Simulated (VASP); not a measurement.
# H27C3N5O3 in VASP: notebook

H27C3N5O3 is run at these levels: PBE+D3(BJ); tasks: single point.

All numbers are computed with VASP 6.6.1; they aren't measurements. Logs are shortened: lines on timing, memory, paths and dates and some standing lists are left out, and cuts for length are marked.

### Step 1. The cell of the first run

The cell holds an amorphous packing of atoms, 38 atoms: a = 7.580 Å, b = 7.580 Å, c = 7.580 Å, α = 90.00°, β = 90.00°, γ = 90.00°.

### Step 2. Single point, PBE+D3(BJ)

INCAR reads:

```
ALGO     = Normal         # electronic algorithm
EDIFF    = 1E-6           # SCF threshold, eV
ENCUT    = 520            # plane-wave cutoff, eV
GGA      = PE             # functional
ISIF     = 2              # what is computed and relaxed
ISMEAR   = -1             # smearing method
IVDW     = 12             # dispersion correction
LASPH    = True           # aspherical terms in the spheres
LCHARG   = False          # write CHGCAR
LREAL    = Auto         
LWAVE    = False          # write WAVECAR
NBANDS   = 66             # bands
NELM     = 80             # most SCF steps
PREC     = Accurate       # precision mode
SIGMA    = 0.02           # smearing width, eV
```

KPOINTS reads:

```
k-points
0
Gamma
  1 1 1
```

POSCAR reads:

```
H27C3N5O3
1.0
    7.5804670000      0.0000000000      0.0000000000
    0.0000000000      7.5804670000      0.0000000000
    0.0000000000      0.0000000000      7.5804670000
C O H N
3 3 27 5
Direct
    0.0658798462      0.2173876623      0.2945201133
    0.2908659849      0.6866331586      0.9051816992
    0.4925685977      1.0782844909      0.6335493578
   -0.0525033616      0.1583015928      0.4256334075
    0.1933390120      0.5705717075      1.0222193435
    0.6435487418      1.0998398911      0.7383845877
    0.0333620607      0.3544768416      0.2545885366
   -0.1047824626      0.0365676679      0.4004766461
    0.2013200506      0.2360012912      0.3409288636
    0.0607746198      0.1464817405      0.1732347097
    0.4334693364      0.6727158103      0.9125822987
    0.0839394196      0.5299409654      0.9407599822
    0.2453806606      0.6516089312      0.7669316415
    0.2572005128      0.8337876809      0.9081762377
    0.5177253591      0.9836992892      0.5266825909
    0.6280483775      1.0232483038      0.8432857765
    0.3815200304      1.0224831795      0.7000624104
    0.4377434794      1.2013639793      0.5807162013
    0.8093828520      0.7279366825      0.4596946336
    1.0111382320      0.7929854454      0.5268408925
    0.8381013993      0.8982032373      0.6169804578
    0.9046672191      0.5977468143      0.6861054866
    0.9442558090      0.3845013770      0.6451185659
    0.8053989286      0.4190902750      0.7945948449
    0.6687186950      0.5302179932      0.1415348157
    0.7552041319      0.4424133764      0.3100336694
    0.5478686208      0.4396299067      0.2802597782
    0.3299269029      0.7150482945      0.3653864597
    0.2373864302      0.5591739928      0.4794163737
    0.1841179442      0.5892776791      0.2655904973
    0.7542675141      0.8530477080      0.1614676246
    0.8754473834      0.8879795928     -0.0140492664
    0.7747016114      1.0613857959      0.0836887754
    0.8872408520      0.8328246795      0.5072114950
    0.9225157236      0.4679922754      0.7439515270
    0.6562524446      0.5197832798      0.2725557673
    0.2231656704      0.6435487418      0.3804778782
    0.7580007934      0.9281090466      0.0391664524
```

Potentials or basis: VASP PAW PBE potentials, release 64 (C, O, H, N).

Command:

```sh
cat potpaw_PBE.64/C/POTCAR potpaw_PBE.64/O/POTCAR potpaw_PBE.64/H/POTCAR potpaw_PBE.64/N/POTCAR > POTCAR
mpirun -np 1 vasp_gam > vasp.out
```

OUTCAR:

```text
EDIFF = 1E-6
   ENCUT = 520
   GGA = PE
   ISIF = 2
   ISMEAR = -1
   IVDW = 12
   LASPH = True
   LREAL = Auto
   NELM = 80
   PREC = Accurate
 IVDW          = 12

 ion  position               nearest neighbor table
   1  0.066  0.217  0.295-  10 1.07   9 1.09   7 1.11   4 1.41
   2  0.291  0.687  0.905-  11 1.09  13 1.13  14 1.14   5 1.45
   3  0.493  0.078  0.634-  17 1.07  18 1.10  15 1.10   6 1.40
   4  0.947  0.158  0.426-   8 1.02   1 1.41
   5  0.193  0.571  0.022-  12 1.08   2 1.45
   6  0.644  0.100  0.738-  16 0.99   3 1.40
   7  0.033  0.354  0.255-   1 1.11
   8  0.895  0.037  0.400-   4 1.02
   9  0.201  0.236  0.341-   1 1.09
  10  0.061  0.146  0.173-   1 1.07
  11  0.433  0.673  0.913-   2 1.09
  12  0.084  0.530  0.941-   5 1.08
[... 19 lines left out ...]
  32  0.875  0.888  0.986-  38 1.02
  33  0.775  0.061  0.084-  38 1.07
  34  0.887  0.833  0.507-  20 1.00  21 1.04  19 1.05
  35  0.923  0.468  0.744-  23 0.99  24 1.04  22 1.09
  36  0.656  0.520  0.273-  26 0.99  25 1.00  27 1.02
  37  0.223  0.644  0.380-  28 0.98  29 0.99  30 1.01
  38  0.758  0.928  0.039-  32 1.02  33 1.07  31 1.09

  LATTYP: Found a simple cubic cell.
 ALAT       =     7.5804670000

  Lattice vectors:

 A1 = (   7.5804670000,   0.0000000000,   0.0000000000)
 A2 = (   0.0000000000,   7.5804670000,   0.0000000000)
 A3 = (   0.0000000000,   0.0000000000,   7.5804670000)

Analysis of symmetry for initial positions (statically):
=====================================================================
 Subroutine PRICEL returns:
 Original cell was already a primitive cell.

 Routine SETGRP: Setting up the symmetry group for a
 simple cubic supercell.

 Subroutine GETGRP returns: Found  1 space group operations
 (whereof  1 operations were pure point group operations)
 out of a pool of 48 trial point group operations.

The static configuration has the point symmetry C_1 .

Analysis of symmetry for dynamics (positions and initial velocities):
=====================================================================
 Subroutine PRICEL returns:
 Original cell was already a primitive cell.

 Routine SETGRP: Setting up the symmetry group for a
 simple cubic supercell.

 Subroutine GETGRP returns: Found  1 space group operations
 (whereof  1 operations were pure point group operations)
 out of a pool of 48 trial point group operations.

The dynamic configuration has the point symmetry C_1 .

 Subroutine INISYM returns: Found  1 space group operations
 (whereof  1 operations are pure point group operations),
 and found     1 'primitive' translations

----------------------------------------------------------------------------------------

                                     Primitive cell

  volume of cell :     435.6000

  direct lattice vectors                    reciprocal lattice vectors
     7.580467000  0.000000000  0.000000000     0.131917994  0.000000000  0.000000000
     0.000000000  7.580467000  0.000000000     0.000000000  0.131917994  0.000000000
     0.000000000  0.000000000  7.580467000     0.000000000  0.000000000  0.131917994

  length of vectors
     7.580467000  7.580467000  7.580467000     0.131917994  0.131917994  0.131917994

  position of ions in fractional coordinates (direct lattice)
     0.065879846  0.217387662  0.294520113
     0.290865985  0.686633159  0.905181699
     0.492568598  0.078284491  0.633549358
     0.947496638  0.158301593  0.425633408
     0.193339012  0.570571708  0.022219343
     0.643548742  0.099839891  0.738384588
[... 30 lines left out ...]
     0.223165670  0.643548742  0.380477878
     0.758000793  0.928109047  0.039166452

  ion indices of the primitive-cell ions
   primitive index   ion index
                 1           1
                 2           2
                 3           3
                 4           4
                 5           5
                 6           6
[... 30 lines left out ...]
                37          37
                38          38

----------------------------------------------------------------------------------------

 KPOINTS: k-points

Automatic generation of k-mesh.
 Grid dimensions read from file:
 generate k-points for:    1    1    1

 Generating k-lattice:

  Cartesian coordinates                     Fractional coordinates (reciprocal lattice)
     0.131917994  0.000000000  0.000000000     1.000000000  0.000000000  0.000000000
     0.000000000  0.131917994  0.000000000     0.000000000  1.000000000  0.000000000
     0.000000000  0.000000000  0.131917994     0.000000000  0.000000000  1.000000000

  Length of vectors
     0.131917994  0.131917994  0.131917994

  Shift w.r.t. Gamma in fractional coordinates (k-lattice)
     0.000000000  0.000000000  0.000000000

 Subroutine IBZKPT returns following result:
 ===========================================

 Found      1 irreducible k-points:

 Following reciprocal coordinates:
            Coordinates               Weight
  0.000000  0.000000  0.000000      1.000000
   k-points           NKPTS =      1   k-points in BZ     NKDIM =      1   number of bands    NBANDS=     66
   number of dos      NEDOS =    301   number of ions     NIONS =     38
   total plane-waves  NPLWV = 175616
   dimension x,y,z NGX =    56 NGY =   56 NGZ =   56
   dimension x,y,z NGXF=   112 NGYF=  112 NGZF=  112
   ions per type =               3   3  27   5
   NGX,Y,Z   is equivalent  to a cutoff of  12.28, 12.28, 12.28 a.u.
   NGXF,Y,Z  is equivalent  to a cutoff of  24.56, 24.56, 24.56 a.u.
 SYSTEM =  unknown system
   PREC   = accura    normal or accurate (medium, high low for compatibility)
   ISTART =      0    job   : 0-new  1-cont  2-samecut
   ICHARG =      2    charge: 1-file 2-atom 10-const
   ISPIN  =      1    spin polarized calculation?
   LNONCOLLINEAR =      F non collinear calculations
   LSORBIT =      F    spin-orbit coupling
   LASPH  =      T    aspherical Exc in radial PAW
   ENCUT  =  520.0 eV  38.22 Ry    6.18 a.u.  14.09 14.09 14.09*2*pi/ulx,y,z
   NELM   =     80;   NELMIN=  2; NELMDL= -5     # of ELM steps
   EDIFF  = 0.1E-05   stopping-criterion for ELM
   LREAL  =      T    real-space projection
   EDIFFG = 0.1E-04   stopping-criterion for IOM
   NSW    =      0    number of steps for IOM
   IBRION =     -1    ionic relax: 0-MD 1-quasi-New 2-CG
   NFREE  =      0    steps in history (QN), initial steepest desc. (CG)
   ISIF   =      2    stress and relaxation
   ISYM   =      2    0-nonsym 1-usesym 2-fastsym
   POTIM  = 0.5000    time-step for ionic-motion
   TEBEG  =    0.0;   TEEND  =   0.0 temperature during run
   PSTRESS=    0.0 pullay stress
   NELECT =      82.0000    total number of electrons
   NUPDOWN=      -1.0000    fix difference up-down
   EMIN   =  10.00;   EMAX   =-10.00  energy-range for DOS
   EFERMI =   0.00;   METHOD = LEGACY
   ISMEAR =    -1;   SIGMA  =   0.02  broadening in eV -4-tet -1-fermi 0-gaus
   EFERMI_NEDOS =   21; number of points for ismear=-14 and -15
   IALGO  =     38    algorithm
   IMIX   =      4    mixing-type and parameters
     AMIX     =   0.40;   BMIX     =  1.00
     AMIX_MAG =   1.60;   BMIX_MAG =  1.00
  volume/ion in A,a.u.               =      11.46        77.36
  Fermi-wavevector in a.u.,A,eV,Ry     =   0.938246  1.773028 11.977290  0.880306
  Thomas-Fermi vector in A             =   2.065439
   LORBIT       =      0    0 simple, 1 ext, 2 COOP (PROOUT), +10 PAW based schemes
   GGA     = PE    functional components
   LHFCALC =     F    Hartree Fock is set to
   AEXX    =    0.0000 exact exchange contribution
   IVDW    =    12    specifies the selected vdW correction
   LEPSILON=     F    determine dielectric tensor
   LRPA    =     F    only Hartree local field effects (RPA)
 non-spin polarized calculation
  energy-cutoff  :      520.00
  volume of cell :      435.60
 maximum number of plane-waves:      5877
   NGX = 29   NGY = 29   NGZ = 29

 number of electron      82.0000000 magnetization

 Free energy of the ion-electron system (eV)
  ---------------------------------------------------
  ext. energy  EPLUGINS =         0.00000000
  ---------------------------------------------------
  free energy    TOTEN  =      -188.95147085 eV

  energy without entropy =     -188.95147085  energy(sigma->0) =     -188.95147085

 E-fermi :  -2.3710     XC(G=0):  -6.1198

 val. band max:       -2.8798312672   @ k =   0.0000   0.0000   0.0000
 cond. band min:       0.8190521699   @ k =   0.0000   0.0000   0.0000
 fundamental gap:      3.6988834371
 Fermi energy:        -2.3709992853

 k-point     1 :       0.0000    0.0000    0.0000
  band No.  band energies     occupation
      1     -22.6734      2.00000
      2     -22.0595      2.00000
      3     -21.9811      2.00000
      4     -19.0099      2.00000
      5     -18.6376      2.00000
      6     -18.5536      2.00000
[... 45 lines left out ...]
     52       4.5478      0.00000
     53       4.7071      0.00000
 [bands above 53 left out]

------------------------ aborting loop because EDIFF is reached ----------------------------------------

 Edisp (eV)   -1.20244

 E8    (eV) :    -0.2493

  FORCE on cell =-STRESS in cart. coord.  units (eV):
  Direction    XX          YY          ZZ          XY          YZ          ZX
  --------------------------------------------------------------------------------------
  -------------------------------------------------------------------------------------
  Total       0.64846    -5.51256     0.01302    -2.31016    -0.07989    -2.75782
  in kB       2.38510   -20.27571     0.04788    -8.49700    -0.29384   -10.14353
  external pressure =       -5.95 kB  Pullay stress =        0.00 kB

 VOLUME and BASIS-vectors are now :
 -----------------------------------------------------------------------------
  energy-cutoff  :      520.00
  volume of cell :      435.60
      direct lattice vectors                 reciprocal lattice vectors
     7.580467000  0.000000000  0.000000000     0.131917994  0.000000000  0.000000000
     0.000000000  7.580467000  0.000000000     0.000000000  0.131917994  0.000000000
     0.000000000  0.000000000  7.580467000     0.000000000  0.000000000  0.131917994

 POSITION                                       TOTAL-FORCE (eV/Angst)
 -----------------------------------------------------------------------------------
      0.49940      1.64790      2.23260        -0.380567      1.555116      0.363498
      2.20490      5.20500      6.86170        -1.629187      0.314293     -1.516435
      3.73390      0.59343      4.80260        -0.326724     -0.207383     -1.017925
      7.18247      1.20000      3.22650        -0.426669      0.108420     -0.296238
      1.46560      4.32520      0.16843        -1.455589      0.141878     -2.032529
      4.87840      0.75683      5.59730         0.073764      0.091367      0.671013
[... 30 lines left out ...]
      1.69170      4.87840      2.88420        -1.574512      0.459865      0.653394
      5.74600      7.03550      0.29690         0.000095      0.275187      2.475436
 -----------------------------------------------------------------------------------
    total drift:                                0.000687     -0.009961      0.007769

  FREE ENERGIE OF THE ION-ELECTRON SYSTEM (eV)
  ---------------------------------------------------
  free  energy   TOTEN  =      -190.1539129030 eV

  energy  without entropy=     -190.1539129030  energy(sigma->0) =     -190.15391290
```

It took 60 s on 1 thread of Intel Xeon 6975P-C, shared host; peak memory 0.4 GiB.

Results:

| Quantity | Value |
| --- | --- |
| Free energy | -190.1539 eV |
| Pressure | -0.6 GPa |
| Largest force | 2.504 eV/Å |
| Band gap on the k mesh | 3.70 eV |
| Dispersion energy per atom | -0.032 eV |

Forces in eV/Å, atoms in the order of the input:
```
C   -0.381  1.555  0.363
C   -1.629  0.314 -1.516
C   -0.327 -0.207 -1.018
O   -0.427  0.108 -0.296
O   -1.456  0.142 -2.033
O    0.074  0.091  0.671
H   -0.313 -0.047  0.051
H    0.955  0.473  0.521
H    0.389 -0.609  0.225
H    0.184 -0.978 -0.833
H    0.248 -0.220  0.347
H    1.757  0.346  1.195
H    0.665  0.090  0.539
H    0.120 -0.975  0.725
H    0.124  0.149 -0.467
H    0.465  0.111 -0.003
H   -0.758 -0.494  0.998
H    0.497  0.309 -0.185
H    0.480  0.929  0.672
H    1.128 -0.326 -0.305
H   -0.139 -0.513 -0.540
H   -0.166 -1.969  0.829
H    0.558 -0.884 -1.093
H    0.269  0.579 -0.143
H    0.324  0.396 -1.059
H    1.126 -0.836  0.493
H   -0.217  0.177  0.407
H    1.457  0.753 -0.265
H    0.261 -0.893  0.642
H    0.090 -0.241 -0.546
H   -0.211  1.062 -1.713
H    0.096  0.292 -0.091
H    0.039 -1.647 -0.585
N   -2.041 -0.243 -0.172
N   -0.538  2.186  0.827
N   -1.133  0.285  0.230
N   -1.575  0.460  0.653
N    0.000  0.275  2.475
```

Levels at points of the mesh, in eV from the valence-band top:
```csv
k point,band 39,band 40,band 41,band 42,band 43,band 44
"(0.00, 0.00, 0.00)",-0.60,-0.04,0.00,3.70,5.76,5.81
```

Caveat: the k points lie up to 0.83 Å⁻¹ apart.

[end of part 1 of 2]
